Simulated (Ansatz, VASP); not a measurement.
# One calculation of WS2, two programs

INCAR

```
PREC = Accurate ; ENCUT = 520
EDIFF = 1E-7 ; ISMEAR = -1
SIGMA = 0.02 ; LREAL = False
LASPH = True ; NELM = 60
ALGO = Normal ; ISIF = 2
LWAVE = False ; LCHARG = True
GGA = PE ; LELF = True
LVHAR = True ; NBANDS = 35
```

KPOINTS

```
Automatic mesh
0
Gamma
  12 12 2
```

Contents of POSCAR:

```
WS2
1.0
    3.2016457563      0.0000000000      0.0000000000
   -1.6008228781      2.7727065589      0.0000000000
    0.0000000000      0.0000000000     12.6159812580
W S
2 4
Direct
    0.3333333333      0.6666666667      0.2500000000
    0.6666666667      0.3333333333      0.7500000000
    0.6666666667      0.3333333333      0.3731200113
    0.6666666667      0.3333333333      0.1268799887
    0.3333333333      0.6666666667      0.8731200113
    0.3333333333      0.6666666667      0.6268799887
```

Input for Ansatz:

```yaml
crystal:
  lattice:
    - [3.2016457563, 0.0, 0.0]
    - [-1.6008228781, 2.7727065589, 0.0]
    - [0.0, 0.0, 12.615981258]
  atoms:
    - { symbol: W, position: [0.3333333333, 0.6666666667, 0.25] }
    - { symbol: W, position: [0.6666666667, 0.3333333333, 0.75] }
    - { symbol: S, position: [0.6666666667, 0.3333333333, 0.3731200113] }
    - { symbol: S, position: [0.6666666667, 0.3333333333, 0.1268799887] }
    - { symbol: S, position: [0.3333333333, 0.6666666667, 0.8731200113] }
    - { symbol: S, position: [0.3333333333, 0.6666666667, 0.6268799887] }
kpoints:
  mp_grid: { grid: [12, 12, 2] }
  band_path:
    path:
      - [0.0, 0.0, 0.0]
      - [0.5, 0.0, 0.0]
      - [0.3333333333, 0.3333333333, 0.0]
      - [0.0, 0.0, 0.5]
      - [0.5, 0.0, 0.5]
      - [0.3333333333, 0.3333333333, 0.5]
    npoints: 1
hamiltonian:
  xc: pbe
scf:
  occupations: { method: fermi_dirac, width: 0.02 }
  n_extra_bands: 5
output:
  forces: true
  stress: true
  eigenvalues: true
```

Change from the starting cell: hydrostatic strain +1.0%.

Alike in both runs: task single point; functional PBE; k mesh 12 × 12 × 2; occupations fermi-dirac, width 0.02 eV; no spin polarisation.

```csv
,VASP,Ansatz
version,VASP 6.6.1,Ansatz 0.2.0
potentials or method,"VASP PAW PBE potentials, release 64 (W_sv, S)","plane waves, PAW"
plane-wave cutoff (eV),520,420
valence electrons in the cell,52,52
```

```tsv
	VASP	Ansatz	Ansatz less VASP
gap on the k mesh at the Fermi level (eV)	1.06	1.04	-0.019
pressure (GPa)	1.0	1.0	+0.04
traceless stress, the component that is largest in VASP (GPa)	2.40	2.40	+0.002
rms of the force components (eV/Å)	0.087	0.085	-0.0012
```

Atom by atom the forces differ by 0.001 eV/Å (rms over components). The functional is the same, so the differences come from potentials, cutoffs and numerics.

Spin-orbit coupling is off throughout.
